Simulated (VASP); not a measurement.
Write the native input for VASP 6.6.1 that does the following.

- Task: single point
- Functional: PBE
- Potentials or basis: VASP PAW PBE potentials, release 64 (Ca_sv, Ir, S)
- Cutoff: 520 eV
- k mesh: 2 × 2 × 2
- Occupations: gaussian, width 0.1 eV
- Spin: no spin polarisation
- Dipole correction: no
- Further INCAR settings: ALGO = Normal; EDIFF = 1e-07; NBANDS = 65

The structure of CaIr2S4 lies in POSCAR:

```
CaIr2S4
1.0
    0.0000000000      5.2485820923      5.2485820923
    5.2485820923      0.0000000000      5.2485820923
    5.2485820923      5.2485820923      0.0000000000
Ca Ir S
2 4 8
Direct
    0.2500000000      0.2500000000      0.2500000000
    0.0000000000      1.0000000000      0.0000000000
    0.1250000000      0.6250000000      0.6250000000
    0.6250000000      0.6250000000      0.1250000000
    0.6250000000      0.6250000000      0.6250000000
    0.6250000000      0.1250000000      0.6250000000
    0.3974826555      0.3974826555      0.3974826555
    0.8525173445      0.4424479665      0.8525173445
    0.3974826555      0.3974826555      0.8075520335
    0.8525173445      0.8525173445      0.8525173445
    0.4424479665      0.8525173445      0.8525173445
    0.8525173445      0.8525173445      0.4424479665
    0.3974826555      0.8075520335      0.3974826555
    0.8075520335      0.3974826555      0.3974826555
```

One way to write it, as run:

INCAR

```
  PREC = Accurate
  ENCUT = 520
  EDIFF = 1E-7
  ISMEAR = 0
  SIGMA = 0.1
  LREAL = F
  LASPH = T
  NELM = 80
  ALGO = Normal
  ISIF = 2
  LWAVE = F
  LCHARG = F
  GGA = PE
  NBANDS = 65
```

KPOINTS

```
Automatic mesh
0
Gamma
  2 2 2
```

Potentials or basis: VASP PAW PBE potentials, release 64 (Ca_sv, Ir, S).

Command:

```sh
$ cat potpaw_PBE.64/Ca_sv/POTCAR potpaw_PBE.64/Ir/POTCAR potpaw_PBE.64/S/POTCAR > POTCAR
$ mpirun -np 1 vasp_std > vasp.out
```

It gave:

| Item | Value |
| --- | --- |
| Pressure | 0.3 GPa |
| Largest force | 0.064 eV/Å |
| Band gap on the k mesh | 1.32 eV |

Caveat: the k points lie up to 0.52 Å⁻¹ apart; spin-orbit coupling is left out, which moves the levels of the heavy elements.

Wall time 67 s on 1 thread of Intel(R) Xeon(R) 6975P-C (Granite Rapids) (shared host), peak memory 0.43 GiB.
